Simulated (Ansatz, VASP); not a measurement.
Two plane-wave programs on CuO

```xyz
4
Lattice="0.1870 -2.1429 -2.0155 -1.9924 0.1049 -1.9333 2.3510 2.2549 -4.3301" Properties=species:S:1:pos:R:3 pbc="T T T"
Cu    0.1692    0.1726   -4.0474
Cu   -1.7248   -1.9295   -3.9752
O     0.4042    0.0272   -6.2568
O     0.1644    0.0170   -2.0880
```

Alike in both runs: task single point; functional BLYP; k mesh 10 × 10 × 5; occupations fermi-dirac, width 0.05 eV; no spin polarisation.

|  | VASP | Ansatz |
| --- | --- | --- |
| version | VASP 6.6.1 | Ansatz 0.2.0 |
| potentials or method | VASP PAW PBE potentials, release 64 (Cu, O) | Ansatz PAW |
| plane-wave cutoff (eV) | 520 | 420 |
| valence electrons in the cell | 34 | 50 |

```csv
,VASP,Ansatz,Ansatz less VASP
gap on the k mesh at the Fermi level (eV),none,none,-
pressure (GPa),11.2,10.7,-0.48
"traceless stress, the component that is largest in VASP (GPa)",8.48,8.47,-0.004
rms of the force components (eV/Å),0.858,0.840,-0.0185
```

VASP's potentials were made for PBE, not for BLYP. Atom by atom the forces differ by 0.022 eV/Å (rms over components). A gap of «none» marks a metal or a gap that the smearing closes. VASP's potentials hold 34 valence electrons a cell and Ansatz's 50, so a difference there can come from the potentials and not from the codes.
